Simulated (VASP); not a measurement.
# PtSe2 (P4_2/mnm) in VASP: single point with r2SCAN+rVV10

Aim: the single point of PtSe2 with r2SCAN+rVV10.

Program: VASP 6.6.1. These are calculated values, not measurements. Logs are shortened: lines on timing, memory, paths and dates and some standing lists are left out, and cuts for length are marked.

### 1 The cell of the first run

The structure is tetragonal, space group P4_2/mnm (No. 136). The conventional cell has a = 5.713 Å, b = 5.713 Å, c = 3.976 Å, α = 90.00°, β = 90.00°, γ = 90.00°. Within 3.3 Å of Pt (site symmetry mmm) lie 6 Se at 2.50 to 2.52 Å. Within 3.3 Å of Se (site symmetry m2m) lie 3 Pt at 2.50 to 2.52 Å and 1 Se at 3.09 Å.

### 2 Single point, r2SCAN+rVV10

The input, POSCAR:

```
PtSe2
1.0
    5.7132402929      0.0000000000      0.0000000000
    0.0000000000      5.7132402929      0.0000000000
    0.0000000000      0.0000000000      3.9759452823
Pt Se
2 4
Direct
    0.0000000000      0.0000000000      0.0000000000
    0.5000000000      0.5000000000      0.5000000000
    0.3090590706      0.3090590706      0.0000000000
    0.1909409294      0.8090590706      0.5000000000
    0.8090590706      0.1909409294      0.5000000000
    0.6909409294      0.6909409294      0.0000000000
```

The input, INCAR.step1:

```
ALGO = Normal
EDIFF = 1E-4
ENCUT = 520
GGA = PE
ISMEAR = -1
LASPH = True
LCHARG = False
LREAL = False
LWAVE = True
NBANDS = 31
NELM = 80
PREC = Accurate
SIGMA = 0.03
```

The input, INCAR.step2:

```
ALGO = Normal
BPARAM = 11.95
CPARAM = 0.0093
EDIFF = 1E-6
ENCUT = 520
ISIF = 2
ISMEAR = -1
ISTART = 1
IVDW_NL = 2
LASPH = True
LCHARG = False
LMIXTAU = True
LREAL = False
LUSE_VDW = True
LWAVE = False
METAGGA = R2SCAN
NBANDS = 31
NELM = 80
PREC = Accurate
SIGMA = 0.03
```

The input, KPOINTS:

```
k-points
0
Gamma
  6 6 8
```

Potentials or basis: VASP PAW PBE potentials, release 64 (Pt, Se).

On the command line:

```
$ cat potpaw_PBE.64/Pt/POTCAR potpaw_PBE.64/Se/POTCAR > POTCAR
$ cp INCAR.step1 INCAR
$ mpirun -np 1 vasp_std > vasp.out
$ cp INCAR.step2 INCAR
$ mpirun -np 1 vasp_std > vasp.out
```

OUTCAR:

```text
BPARAM = 11.95
   EDIFF = 1E-6
   ENCUT = 520
   ISIF = 2
   ISMEAR = -1
   ISTART = 1
   IVDW_NL = 2
   LASPH = True
   LREAL = False
   METAGGA = R2SCAN
   NELM = 80
   PREC = Accurate

 ion  position               nearest neighbor table
   1  0.000  0.000  0.000-   3 2.50   6 2.50   5 2.52   4 2.52   4 2.52   5 2.52
   2  0.500  0.500  0.500-   4 2.50   5 2.50   3 2.52   6 2.52   3 2.52   6 2.52
   3  0.309  0.309  0.000-   1 2.50   2 2.52   2 2.52
   4  0.191  0.809  0.500-   2 2.50   1 2.52   1 2.52
   5  0.809  0.191  0.500-   2 2.50   1 2.52   1 2.52
   6  0.691  0.691  0.000-   1 2.50   2 2.52   2 2.52

  LATTYP: Found a simple tetragonal cell.
 ALAT       =     5.7132402929
 C/A-ratio  =     0.6959177417

  Lattice vectors:

 A1 = (   5.7132402929,   0.0000000000,   0.0000000000)
 A2 = (   0.0000000000,   5.7132402929,   0.0000000000)
 A3 = (   0.0000000000,   0.0000000000,   3.9759452823)

Analysis of symmetry for initial positions (statically):
=====================================================================
 Subroutine PRICEL returns:
 Original cell was already a primitive cell.

 Routine SETGRP: Setting up the symmetry group for a
 simple tetragonal supercell.

 Subroutine GETGRP returns: Found 16 space group operations
 (whereof  8 operations were pure point group operations)
 out of a pool of 16 trial point group operations.

The static configuration has the point symmetry D_2h.
 The point group associated with its full space group is D_4h.

Analysis of symmetry for dynamics (positions and initial velocities):
=====================================================================
 Subroutine PRICEL returns:
 Original cell was already a primitive cell.

 Routine SETGRP: Setting up the symmetry group for a
 simple tetragonal supercell.

 Subroutine GETGRP returns: Found 16 space group operations
 (whereof  8 operations were pure point group operations)
 out of a pool of 16 trial point group operations.

The dynamic configuration has the point symmetry D_2h.
 The point group associated with its full space group is D_4h.

 Subroutine INISYM returns: Found 16 space group operations
 (whereof  8 operations are pure point group operations),
 and found     1 'primitive' translations

----------------------------------------------------------------------------------------

                                     Primitive cell

[... 99 lines left out ...]
   LREAL  =      F    real-space projection
   EDIFFG = 0.1E-04   stopping-criterion for IOM
   NSW    =      0    number of steps for IOM
   IBRION =     -1    ionic relax: 0-MD 1-quasi-New 2-CG
   NFREE  =      0    steps in history (QN), initial steepest desc. (CG)
   ISIF   =      2    stress and relaxation
   ISYM   =      2    0-nonsym 1-usesym 2-fastsym
   POTIM  = 0.5000    time-step for ionic-motion
   TEBEG  =    0.0;   TEEND  =   0.0 temperature during run
   PSTRESS=    0.0 pullay stress
   NELECT =      44.0000    total number of electrons
   NUPDOWN=      -1.0000    fix difference up-down
   EMIN   =  10.00;   EMAX   =-10.00  energy-range for DOS
   EFERMI =   0.00;   METHOD = LEGACY
   ISMEAR =    -1;   SIGMA  =   0.03  broadening in eV -4-tet -1-fermi 0-gaus
   EFERMI_NEDOS =   21; number of points for ismear=-14 and -15
   IALGO  =     38    algorithm
   IMIX   =      4    mixing-type and parameters
     AMIX     =   0.40;   BMIX     =  1.00
     AMIX_MAG =   1.60;   BMIX_MAG =  1.00
  volume/ion in A,a.u.               =      21.63       145.97
  Fermi-wavevector in a.u.,A,eV,Ry     =   1.141539  2.157195 17.729893  1.303110
  Thomas-Fermi vector in A             =   2.278239
   LORBIT       =      0    0 simple, 1 ext, 2 COOP (PROOUT), +10 PAW based schemes
   METAGGA = R2SCAN    functional components
   LHFCALC =     F    Hartree Fock is set to
   AEXX    =    0.0000 exact exchange contribution
   IVDW_NL    =     2    kernel type
   BPARAM     =11.9500
   IVDW    =     0    specifies the selected vdW correction
   LEPSILON=     F    determine dielectric tensor
   LRPA    =     F    only Hartree local field effects (RPA)
 non-spin polarized calculation
  energy-cutoff  :      520.00
  volume of cell :      129.78
 maximum number of plane-waves:      3520
   NGX = 21   NGY = 21   NGZ = 15

 number of electron      44.0000001 magnetization

 Free energy of the ion-electron system (eV)
  ---------------------------------------------------
  ext. energy  EPLUGINS =         0.00000000
  ---------------------------------------------------
  free energy    TOTEN  =      -159.89422020 eV

  energy without entropy =     -159.87473820  energy(sigma->0) =     -159.88447920

 E-fermi :   4.8258     XC(G=0): -10.9618

 val. band max:        4.8108157532   @ k =   0.1667   0.1667   0.0000
 cond. band min:       4.8397931492   @ k =   0.3333   0.3333   0.3750
 fundamental gap:      0.0289773961
 Fermi energy:         4.8257535901

 k-point     1 :       0.0000    0.0000    0.0000
  band No.  band energies     occupation
      1     -10.5122      2.00000
      2      -8.8024      2.00000
      3      -8.2205      2.00000
      4      -8.2205      2.00000
      5      -2.9823      2.00000
      6      -1.9952      2.00000
[... 805 lines left out ...]
     30      12.5772      0.00000
     31      13.5000      0.00000

 [... further k-points ...]

------------------------ aborting loop because EDIFF is reached ----------------------------------------

  FORCE on cell =-STRESS in cart. coord.  units (eV):
  Direction    XX          YY          ZZ          XY          YZ          ZX
  --------------------------------------------------------------------------------------
  -------------------------------------------------------------------------------------
  Total        0.1179583      0.1179583      0.3403235     -0.0000000      0.0000000      0.0000000
  in kB        1.4562426      1.4562426      4.2014303     -0.0000000      0.0000000      0.0000000
  external PRESSURE =       2.3713052 kB  Pullay stress =       0.0000000 kB

 VOLUME and BASIS-vectors are now :
 -----------------------------------------------------------------------------
  energy-cutoff  :      520.00
  volume of cell :      129.78
      direct lattice vectors                 reciprocal lattice vectors
     5.713240293  0.000000000  0.000000000     0.175032022  0.000000000  0.000000000
     0.000000000  5.713240293  0.000000000     0.000000000  0.175032022  0.000000000
     0.000000000  0.000000000  3.975945282     0.000000000  0.000000000  0.251512516

 POSITION                                       TOTAL-FORCE (eV/Angst)
 -----------------------------------------------------------------------------------
      0.00000      0.00000      0.00000        -0.000000      0.000000      0.000000
      2.85662      2.85662      1.98797        -0.000000      0.000000      0.000000
      1.76573      1.76573      0.00000         0.021399      0.021399      0.000000
      1.09089      4.62235      1.98797        -0.021399      0.021399      0.000000
      4.62235      1.09089      1.98797         0.021399     -0.021399     -0.000000
      3.94751      3.94751      0.00000        -0.021399     -0.021399     -0.000000
 -----------------------------------------------------------------------------------
    total drift:                                0.000000     -0.000000     -0.000000

  FREE ENERGIE OF THE ION-ELECTRON SYSTEM (eV)
  ---------------------------------------------------
  free  energy   TOTEN  =      -159.8942201961 eV

  energy  without entropy=     -159.8747382041  energy(sigma->0) =     -159.88447920
```

OSZICAR.step1:

```text
N       E                     dE             d eps       ncg     rms          rms(c)
DAV:   1     0.245574128635E+03    0.24557E+03   -0.19644E+04  3116   0.125E+03
DAV:   2    -0.137446533267E+02   -0.25932E+03   -0.24915E+03  3798   0.241E+02
DAV:   3    -0.282713364563E+02   -0.14527E+02   -0.14154E+02  3717   0.555E+01
DAV:   4    -0.284769207123E+02   -0.20558E+00   -0.20529E+00  3608   0.728E+00
DAV:   5    -0.284801029112E+02   -0.31822E-02   -0.31816E-02  3730   0.872E-01    0.183E+01
DAV:   6    -0.273565556791E+02    0.11235E+01   -0.15731E+01  3429   0.258E+01    0.145E+01
DAV:   7    -0.265826024253E+02    0.77395E+00   -0.30022E+00  3415   0.126E+01    0.640E+00
DAV:   8    -0.265764970060E+02    0.61054E-02   -0.31622E-01  3499   0.254E+00    0.177E+00
DAV:   9    -0.265569078581E+02    0.19589E-01   -0.55426E-02  3563   0.172E+00    0.361E-01
DAV:  10    -0.265569913464E+02   -0.83488E-04   -0.62202E-03  3604   0.339E-01    0.107E-01
DAV:  11    -0.265570173120E+02   -0.25966E-04   -0.28898E-04  2792   0.115E-01
   1 F= -.26557017E+02 E0= -.26547079E+02  d E =-.198773E-01
```

Wall time 5.8 min (1 thread of Intel Xeon 6975P-C (Granite Rapids), shared host); peak memory 0.54 GiB.

Results:

| Quantity | Value |
| --- | --- |
| Free energy | -159.8942 eV |
| Pressure | 0.2 GPa |
| Largest force | 0.030 eV/Å |
| Band gap on the k mesh | zero (band 22 reaches 5.14 eV, above the bottom of band 23 at 4.64 eV) |

Forces in eV/Å, atoms in the order of the input:
```
Pt   0.000  0.000  0.000
Pt   0.000  0.000  0.000
Se   0.021  0.021  0.000
Se  -0.021  0.021  0.000
Se   0.021 -0.021  0.000
Se  -0.021 -0.021  0.000
```

Levels at points of the mesh, in eV from the Fermi level:
```tsv
k point	band 19	band 20	band 21	band 22	band 23	band 24	band 25	band 26
(0.00, 0.00, 0.00)	-0.96	-0.68	0.23	0.23	0.51	2.56	2.67	2.67
(0.50, 0.00, 0.00)	-1.28	-1.28	-0.56	-0.56	2.29	2.29	2.32	2.32
(0.50, 0.50, 0.00)	-1.12	-1.12	-0.08	-0.08	0.36	0.36	2.51	2.51
(0.00, 0.00, 0.50)	-0.98	-0.98	-0.05	-0.05	0.35	0.35	0.89	0.89
(0.50, 0.00, 0.50)	-1.35	-1.35	-0.93	-0.93	-0.04	-0.04	3.54	3.54
(0.50, 0.50, 0.50)	-0.31	-0.31	-0.16	-0.16	1.07	1.07	1.18	1.18
```

Caveat: the PAW data sets were made with another functional, which shifts forces and pressure a little; spin-orbit coupling is left out, which moves the levels of the heavy elements.
